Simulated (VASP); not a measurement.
# HC12 (a cell with a defect) in VASP: a series of runs

HC12 (a cell with a defect) is run at these levels: PBE; tasks: single point.

Program: VASP 6.6.1. These are calculated values, not measurements. Logs are shortened: lines on timing, memory, paths and dates and some standing lists are left out, and cuts for length are marked.

### Step 1. The cell of the first run

The cell holds a defect, 13 atoms: a = 4.374 Å, b = 4.374 Å, c = 4.374 Å, α = 80.41°, β = 70.53°, γ = 60.00°.

### Step 2. Single point, PBE

Contents of INCAR:

```
PREC = Accurate
ENCUT = 520
EDIFF = 1E-6
ISMEAR = 0
SIGMA = 0.05
LREAL = F
LASPH = T
NELM = 80
ALGO = Normal
ISIF = 2
LWAVE = F
LCHARG = F
GGA = PE
NELECT = 48.0
NBANDS = 36
```

Contents of KPOINTS:

```
Automatic mesh
0
Gamma
  6 6 6
```

Contents of POSCAR:

```
HC12
1.0
   -3.5715485858     -1.7857742929     -1.7857742929
   -1.7857742929     -3.5715485858      1.7857742929
   -3.5715485858      1.7857742929      1.7857742929
C H
12 1
Direct
    0.9166666667      0.6666666667      0.2500000000
    0.5833333333      0.3333333333      0.2500000000
    0.2500000000      0.0000000000      0.2500000000
    0.0833333333      0.3333333333      0.7500000000
    0.7500000000      0.0000000000      0.7500000000
    0.4166666667      0.6666666667      0.7500000000
    0.5416666667      0.6666666667      0.3750000000
    0.2083333333      0.3333333333      0.3750000000
    0.8750000000      0.0000000000      0.3750000000
    0.7083333333      0.3333333333      0.8750000000
    0.3750000000      0.0000000000      0.8750000000
    0.0416666667      0.6666666667      0.8750000000
    0.5833333333      0.7083333333     -0.1250000000
```

Potentials or basis: VASP PAW PBE potentials, release 64 (C, H).

Launch:

```
$ cat potpaw_PBE.64/C/POTCAR potpaw_PBE.64/H/POTCAR > POTCAR
$ mpirun -np 1 vasp_std > vasp.out
```

OUTCAR:

```text
PREC = Accurate
   ENCUT = 520
   EDIFF = 1E-6
   ISMEAR = 0
   LREAL = F
   LASPH = T
   NELM = 80
   ISIF = 2
   GGA = PE
   NELECT = 48.0

 ion  position               nearest neighbor table
   1  0.917  0.667  0.250-   9 1.55   7 1.55  12 1.55   8 1.55
   2  0.583  0.333  0.250-   8 1.55  10 1.55   9 1.55   7 1.55
   3  0.250  0.000  0.250-   8 1.55   9 1.55  11 1.55   7 1.55
   4  0.083  0.333  0.750-   8 1.55  10 1.55  11 1.55  12 1.55
   5  0.750  0.000  0.750-  10 1.55   9 1.55  11 1.55  12 1.55
   6  0.417  0.667  0.750-  13 1.14  11 1.55  12 1.55   7 1.55  10 1.55
   7  0.542  0.667  0.375-   1 1.55   6 1.55   3 1.55   2 1.55
   8  0.208  0.333  0.375-   3 1.55   2 1.55   4 1.55   1 1.55
   9  0.875  0.000  0.375-   1 1.55   3 1.55   5 1.55   2 1.55
  10  0.708  0.333  0.875-  13 1.45   5 1.55   2 1.55   4 1.55   6 1.55
  11  0.375  0.000  0.875-  13 1.14   6 1.55   3 1.55   5 1.55   4 1.55
  12  0.042  0.667  0.875-   1 1.55   6 1.55   5 1.55   4 1.55
  13  0.583  0.708  0.875-   6 1.14  11 1.14  10 1.45

  LATTYP: Found a base centered monoclinic cell.
 ALAT       =     4.3742358134
 B/A-ratio  =     1.7320508076
 C/A-ratio  =     1.0000000000
 COS(beta)  =    -0.3333333333

  Lattice vectors:

 A1 = (   1.7857742929,  -1.7857742929,   3.5715485858)
 A2 = (   1.7857742929,   3.5715485858,  -1.7857742929)
 A3 = (  -3.5715485858,   1.7857742929,   1.7857742929)

Analysis of symmetry for initial positions (statically):
=====================================================================
 Subroutine PRICEL returns:
 Original cell was already a primitive cell.

 Routine SETGRP: Setting up the symmetry group for a
 base centered monoclinic supercell.

 Subroutine GETGRP returns: Found  1 space group operations
 (whereof  1 operations were pure point group operations)
 out of a pool of  4 trial point group operations.

The static configuration has the point symmetry C_1 .

Analysis of symmetry for dynamics (positions and initial velocities):
=====================================================================
 Subroutine PRICEL returns:
 Original cell was already a primitive cell.

 Routine SETGRP: Setting up the symmetry group for a
 base centered monoclinic supercell.

 Subroutine GETGRP returns: Found  1 space group operations
 (whereof  1 operations were pure point group operations)
 out of a pool of  4 trial point group operations.

The dynamic configuration has the point symmetry C_1 .

[... 128 lines left out ...]
   POTIM  = 0.5000    time-step for ionic-motion
   TEBEG  =    0.0;   TEEND  =   0.0 temperature during run
   PSTRESS=    0.0 pullay stress
   NELECT =      48.0000    total number of electrons
   NUPDOWN=      -1.0000    fix difference up-down
   EMIN   =  10.00;   EMAX   =-10.00  energy-range for DOS
   EFERMI =   0.00;   METHOD = LEGACY
   ISMEAR =     0;   SIGMA  =   0.05  broadening in eV -4-tet -1-fermi 0-gaus
   EFERMI_NEDOS =   21; number of points for ismear=-14 and -15
   IALGO  =     38    algorithm
   IMIX   =      4    mixing-type and parameters
     AMIX     =   0.40;   BMIX     =  1.00
     AMIX_MAG =   1.60;   BMIX_MAG =  1.00
  volume/ion in A,a.u.               =       5.26        35.47
  Fermi-wavevector in a.u.,A,eV,Ry     =   1.455241  2.750007 28.813417  2.117726
  Thomas-Fermi vector in A             =   2.572298
   LORBIT       =      0    0 simple, 1 ext, 2 COOP (PROOUT), +10 PAW based schemes
   GGA     = PE    functional components
   LHFCALC =     F    Hartree Fock is set to
   AEXX    =    0.0000 exact exchange contribution
   IVDW    =     0    specifies the selected vdW correction
   LEPSILON=     F    determine dielectric tensor
   LRPA    =     F    only Hartree local field effects (RPA)
 non-spin polarized calculation
 Gauss-broadening in eV      SIGMA  =   0.05
  energy-cutoff  :      520.00
  volume of cell :       68.34
 maximum number of plane-waves:      1862
 NGX is ok and might be reduce to    36
   NGX = 17   NGY = 17   NGZ = 17

 number of electron      48.0000003 magnetization

 Free energy of the ion-electron system (eV)
  ---------------------------------------------------
  ext. energy  EPLUGINS =         0.00000000
  ---------------------------------------------------
  free energy    TOTEN  =      -118.38025401 eV

  energy without entropy =     -118.38025401  energy(sigma->0) =     -118.38025401

 E-fermi :  10.0735     XC(G=0): -13.2382

 val. band max:        9.8754522808   @ k =   0.0000   0.0000   0.0000
 cond. band min:      12.4862850785   @ k =   0.3333  -0.3333   0.3333
 fundamental gap:      2.6108327977
 Fermi energy:        10.0735193050

 k-point     1 :       0.0000    0.0000    0.0000
  band No.  band energies     occupation
      1     -12.4056      2.00000
      2      -7.2218      2.00000
      3      -5.0563      2.00000
      4      -4.5655      2.00000
      5      -4.0445      2.00000
      6      -3.8992      2.00000
[... 925 lines left out ...]
     35      18.9807      0.00000
     36      19.7066      0.00000

 [... further k-points ...]
[... 5 lines left out ...]
  --------------------------------------------------------------------------------------
  -------------------------------------------------------------------------------------
  Total       -7.1148197     -6.7924263     -6.4048864      1.0783646     -2.6123412      0.0841524
  in kB     -166.8067165   -159.2482141   -150.1623539     25.2822233    -61.2462557      1.9729502
  external PRESSURE =    -158.7390948 kB  Pullay stress =       0.0000000 kB

 VOLUME and BASIS-vectors are now :
 -----------------------------------------------------------------------------
  energy-cutoff  :      520.00
  volume of cell :       68.34
      direct lattice vectors                 reciprocal lattice vectors
    -3.571548586 -1.785774293 -1.785774293    -0.139995296 -0.046665099 -0.233325493
    -1.785774293 -3.571548586  1.785774293     0.000000000 -0.186660394  0.186660394
    -3.571548586  1.785774293  1.785774293    -0.139995296  0.139995296  0.139995296

 POSITION                                       TOTAL-FORCE (eV/Angst)
 -----------------------------------------------------------------------------------
     -5.35732     -3.57155     -0.00000        -0.272608      0.155315      0.146703
     -3.57155     -1.78577     -0.00000        -0.323616      0.554814      0.373423
     -1.78577      0.00000      0.00000        -0.529325      0.491517      0.850933
     -3.57155      0.00000      1.78577         0.561133     -0.435853     -0.992876
     -5.35732      0.00000      0.00000        -0.249417     -1.493838     -0.568445
     -5.35732     -1.78577      1.78577         4.988996      1.052994     -1.074185
     -4.46444     -2.67866      0.89289        -0.235866     -0.404581     -0.230713
     -2.67866     -0.89289      0.89289         0.242566     -0.217841     -0.242081
     -4.46444     -0.89289     -0.89289         0.376884     -0.166512     -0.187800
     -6.25021     -0.89289      0.89289        -0.780335      2.056092     -1.240870
     -4.46444      0.89289      0.89289        -1.043811     -2.728600      4.178573
     -4.46444     -0.89289      2.67866        -1.174025      0.360299      0.353657
     -6.47343     -2.00900      1.78577        -1.560576      0.776193     -1.366319
 -----------------------------------------------------------------------------------
    total drift:                               -0.000065     -0.000073     -0.000076

  FREE ENERGIE OF THE ION-ELECTRON SYSTEM (eV)
  ---------------------------------------------------
  free  energy   TOTEN  =      -118.3802540097 eV

  energy  without entropy=     -118.3802540097  energy(sigma->0) =     -118.38025401
```

Wall time 2.5 min (1 thread of Intel Xeon 6975P-C (Granite Rapids), shared host); peak memory 0.31 GiB.

What came out:

| Property | Result |
| --- | --- |
| Free energy | -118.3803 eV |
| Largest force | 5.211 eV/Å |

Forces on the atoms (eV/Å):
```
C   -0.273  0.155  0.147
C   -0.324  0.555  0.373
C   -0.529  0.492  0.851
C    0.561 -0.436 -0.993
C   -0.249 -1.494 -0.568
C    4.989  1.053 -1.074
C   -0.236 -0.405 -0.231
C    0.243 -0.218 -0.242
C    0.377 -0.167 -0.188
C   -0.780  2.056 -1.241
C   -1.044 -2.729  4.179
C   -1.174  0.360  0.354
H   -1.561  0.776 -1.366
```

Levels at points of the mesh, in eV from the Fermi level:
| k point | band 20 | band 21 | band 22 | band 23 | band 24 | band 25 | band 26 | band 27 | band 28 | band 29 |
| --- | --- | --- | --- | --- | --- | --- | --- | --- | --- | --- |
| (0.00, 0.00, 0.00) | -3.34 | -3.21 | -0.35 | -0.25 | -0.20 | 3.96 | 5.04 | 5.22 | 5.73 | 6.26 |
| (0.50, 0.00, 0.00) | -4.60 | -4.44 | -4.35 | -2.53 | -2.07 | 4.10 | 6.08 | 6.20 | 6.30 | 6.85 |
| (0.50, 0.50, 0.00) | -4.61 | -4.51 | -4.28 | -2.41 | -2.11 | 3.74 | 5.86 | 6.30 | 6.42 | 7.00 |
| (0.00, 0.50, 0.00) | -4.91 | -3.07 | -3.04 | -1.63 | -1.53 | 2.80 | 4.49 | 6.65 | 7.05 | 7.43 |
| (0.00, 0.00, 0.50) | -5.20 | -2.77 | -2.59 | -1.54 | -1.53 | 4.92 | 6.28 | 6.50 | 7.07 | 7.15 |
| (0.50, 0.00, 0.50) | -4.02 | -3.81 | -3.59 | -3.04 | -2.99 | 3.29 | 4.35 | 5.21 | 5.78 | 6.58 |
| (0.50, 0.50, 0.50) | -3.95 | -3.76 | -3.59 | -3.04 | -2.99 | 3.07 | 4.39 | 5.24 | 5.59 | 6.97 |
| (0.00, 0.50, 0.50) | -4.79 | -4.60 | -4.37 | -3.93 | -3.91 | 3.28 | 5.46 | 5.94 | 6.07 | 6.27 |

Caveat: the cell carries a net charge on a neutralising background, which shifts energy and pressure; the cell is charged against a uniform background, so pressure and absolute levels hang on convention.

### Step 3. Single point, PBE

Contents of INCAR:

```
SYSTEM = HC12
  ALGO = Normal
  EDIFF = 1E-7
  ENCUT = 520
  GGA = PE
  ISIF = 2
  ISMEAR = 0
  LASPH = .True.
  LCHARG = .False.
  LREAL = .False.
  LWAVE = .False.
  NBANDS = 36
  NELECT = 48.0
  NELM = 60
  PREC = Accurate
  SIGMA = 0.05
```

Contents of KPOINTS:

```
k-points
0
Gamma
  6 6 6
  0 0 0
```

Contents of POSCAR:

```
HC12
1.0
   -3.5715485858     -1.7857742929     -1.7857742929
   -1.7857742929     -3.5715485858      1.7857742929
   -3.5715485858      1.7857742929      1.7857742929
C H
12 1
Direct
    0.9212285745      0.6781233804      0.2432144705
    0.5826577017      0.3071013996      0.2365283411
    0.2426605712      0.0149053228      0.2433906516
    0.0835559801      0.3347492478      0.7422862825
    0.7498831724     -0.0012533734      0.7395401097
    0.4133250482      0.6680647104      0.7466983807
    0.5313229258      0.7060622529      0.3833201746
    0.2004920440      0.3441076721      0.3699103979
    0.8770305887      0.0037855695      0.3684064370
    0.7107765365      0.3271250901      0.8554558258
    0.3738589999      0.0037868358      0.8683982278
    0.0403486259      0.6701669178      0.8664136570
    0.6686925643      0.5266083075      0.1489370439
```

Potentials or basis: VASP PAW PBE potentials, release 64 (C, H).

Launch:

```
$ cat potpaw_PBE.64/C/POTCAR potpaw_PBE.64/H/POTCAR > POTCAR
$ mpirun -np 1 vasp_std > vasp.out
```

Run time: 4.7 min. Hardware: 1 thread of Intel Xeon Platinum 8259CL at 2.50GHz (Skylake/Cascade Lake), shared host; peak memory 0.32 GiB.

The run converged. Its results:

| Quantity | Value |
| --- | --- |
| Free energy | -119.0734 eV |
| Largest force | 0.027 eV/Å |

Forces on the atoms (eV/Å):
```
C    0.008  0.000 -0.005
C    0.003  0.008  0.006
C    0.001 -0.001 -0.003
C    0.000  0.001  0.002
C    0.003  0.001 -0.002
C    0.000  0.001  0.001
C   -0.005  0.007  0.014
C   -0.002  0.000  0.002
C   -0.007 -0.002  0.000
C   -0.004 -0.001  0.001
C    0.001  0.003 -0.003
C    0.000  0.006  0.002
H    0.003 -0.023 -0.014
```

Levels at points of the mesh, in eV from the Fermi level:
```
           k point  band 20  band 21  band 22  band 23  band 24  band 25  band 26  band 27  band 28  band 29
(0.00, 0.00, 0.00)    -3.46    -3.13    -0.66    -0.56    -0.23     3.40     4.91     5.36     5.47     6.01
(0.50, 0.00, 0.00)    -5.09    -4.90    -4.39    -2.45    -2.24     3.97     4.93     5.76     6.54     6.76
(0.50, 0.50, 0.00)    -5.11    -4.60    -4.52    -2.83    -2.30     3.51     4.97     5.84     6.45     7.90
(0.00, 0.50, 0.00)    -5.17    -3.43    -3.13    -2.11    -1.69     3.23     4.05     5.92     6.41     7.18
(0.00, 0.00, 0.50)    -5.48    -2.80    -2.20    -2.06    -1.91     3.76     5.63     6.47     6.85     7.08
(0.50, 0.00, 0.50)    -4.33    -3.78    -3.71    -3.23    -3.19     2.70     3.80     4.68     5.67     6.45
(0.50, 0.50, 0.50)    -4.27    -3.94    -3.84    -3.33    -3.05     2.97     4.14     4.82     5.38     6.11
(0.00, 0.50, 0.50)    -5.09    -4.57    -4.44    -4.30    -4.20     3.28     4.85     5.74     5.83     6.21
```

Caveat: the cell carries a net charge on a neutralising background, which shifts energy and pressure; the cell is charged against a uniform background, so pressure and absolute levels hang on convention.

[end of part 1 of 2]
